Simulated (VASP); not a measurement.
Here is a VASP 6.6.1 calculation.

The input INCAR:

```
ALGO = Normal ; EDIFF = 1E-7
EDIFFG = -0.005 ; ENCUT = 600
GGA = PE ; IBRION = 2
ISIF = 3 ; ISMEAR = 0
IVDW = 12 ; LASPH = T
LCHARG = F ; LREAL = F
LWAVE = F ; NELM = 100
NSW = 70 ; PREC = Accurate
SIGMA = 0.02
```

The input KPOINTS:

```
k-points
0
Gamma
  4 4 4
```

Contents of POSCAR:

```
Cs2AgBiBr6
1.0
    0.0000000000      5.7420103772      5.7420103772
    5.7420103772      0.0000000000      5.7420103772
    5.7420103772      5.7420103772      0.0000000000
Cs Ag Bi Br
2 1 1 6
Direct
    0.2500000000      0.2500000000      0.2500000000
    0.7500000000      0.7500000000      0.7500000000
    0.5000000000      0.5000000000      0.5000000000
    0.0000000000      0.0000000000      0.0000000000
    0.2513065111      0.7486934889      0.2513065111
    0.2513065111      0.7486934889      0.7486934889
    0.7486934889      0.2513065111      0.7486934889
    0.7486934889      0.2513065111      0.2513065111
    0.2513065111      0.2513065111      0.7486934889
    0.7486934889      0.7486934889      0.2513065111
```

Potentials or basis: VASP PAW PBE potentials, release 64 (Cs_sv, Ag, Bi_d, Br).

Command:

```bash
$ cat potpaw_PBE.64/Cs_sv/POTCAR potpaw_PBE.64/Ag/POTCAR potpaw_PBE.64/Bi_d/POTCAR potpaw_PBE.64/Br/POTCAR > POTCAR
$ mpirun -np 1 vasp_std > vasp.out
```

Question: Estimate the space group after relaxing (to 0.05 Å).

Answer: Fm-3m (No. 225).

Question: Predict the dispersion energy per atom.

Answer: -0.247 eV.

Question: What does it give for the band gap on the k mesh?

Answer: 1.25 eV, indirect (least direct gap 2.41 eV).

Question: Estimate the relaxed volume.

Answer: 36.11 Å³/atom.

Final structure:
```
Cs Ag Bi Br
1.0
     0.00000    5.65190    5.65190
     5.65190    0.00000    5.65190
     5.65190    5.65190    0.00000
Cs Ag Bi Br
2 1 1 6
Direct
  0.25000 0.25000 0.25000
  0.75000 0.75000 0.75000
  0.50000 0.50000 0.50000
  0.00000 0.00000 0.00000
  0.25281 0.74719 0.25281
  0.25281 0.74719 0.74719
  0.74719 0.25281 0.74719
  0.74719 0.25281 0.25281
  0.25281 0.25281 0.74719
  0.74719 0.74719 0.25281
```

Caveat: spin-orbit coupling is left out, which moves the levels of the heavy elements. A k mesh can miss the band edges.
